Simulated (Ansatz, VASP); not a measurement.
Two plane-wave programs on Ge

```
Ge
1.0
     0.00000    0.00000   -2.64273
     2.76521    0.00000    0.00000
     0.00000   -5.03900    0.00000
Ge
2
Direct
  0.97162 0.50000 0.00000
  0.02838 0.00000 0.50000
```

Change from the starting cell: mode 5 (55.6 1/cm) frozen in, largest displacement +0.075 Å.

Alike in both runs: task single point; functional PBEsol; k mesh 22 × 22 × 12; occupations gaussian, width 0.15 eV; no spin polarisation.

```csv
,VASP,Ansatz
version,VASP 6.6.1,Ansatz 0.2.0
potentials or method,"VASP PAW PBE potentials, release 64 (Ge_d), cutoff 520 eV","scalar-relativistic, plane waves, PAW"
valence electrons in the cell,28,28
```

|  | VASP | Ansatz | Ansatz less VASP |
| --- | --- | --- | --- |
| gap on the k mesh at the Fermi level (eV) | none | none | - |
| pressure (GPa) | -0.1 | 0.0 | +0.06 |
| traceless stress, the component that is largest in VASP (GPa) | 1.23 | 1.21 | -0.013 |
| rms of the force components (eV/Å) | 0.035 | 0.036 | +0.0005 |

VASP's potentials were made for PBE, not for PBEsol. Atom by atom the forces differ by 0.001 eV/Å (rms over components). A gap of «none» marks a metal or a gap that the smearing closes.
